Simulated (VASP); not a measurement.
A run of VASP 6.6.1 is set up as follows.

The input INCAR:

```
SYSTEM = Tl
PREC = Accurate
ENCUT = 520
EDIFF = 1E-6
ISMEAR = -1
SIGMA = 0.05
LREAL = .False.
LASPH = .True.
NELM = 60
ALGO = Normal
ISIF = 2
LWAVE = .False.
LCHARG = .False.
NBANDS = 12
```

Contents of KPOINTS:

```
regular mesh
0
Gamma
  13 13 13
  0 0 0
```

Contents of POSCAR:

```
Tl
1.0
   -1.9604100000      1.9410000000      1.9410000000
    1.9410000000     -1.9604100000      1.9410000000
    1.9410000000      1.9410000000     -1.9604100000
Tl
1
Direct
    0.0000000000      0.0000000000      0.0000000000
```

Potentials or basis: VASP PAW LDA potentials, release 64 (Tl_d).

Command:

```console
$ cat potpaw_LDA.64/Tl_d/POTCAR > POTCAR
$ mpirun -np 1 vasp_std > vasp.out
```

**Question.** Estimate the pressure.

**Answer.** -2.4 GPa.

**Question.** Estimate the band gap on the k mesh.

**Answer.** Zero (an odd number of electrons rules out a gap without spin polarisation).

Stress tensor (GPa, compression positive):
```
-2.41  0.06  0.06
 0.06 -2.41  0.06
 0.06  0.06 -2.41
```

Caveat: the cell differs from its parent crystal (equal xy, yz and zx shear strains of -1 %); spin-orbit coupling is left out, which moves the levels of the heavy elements.
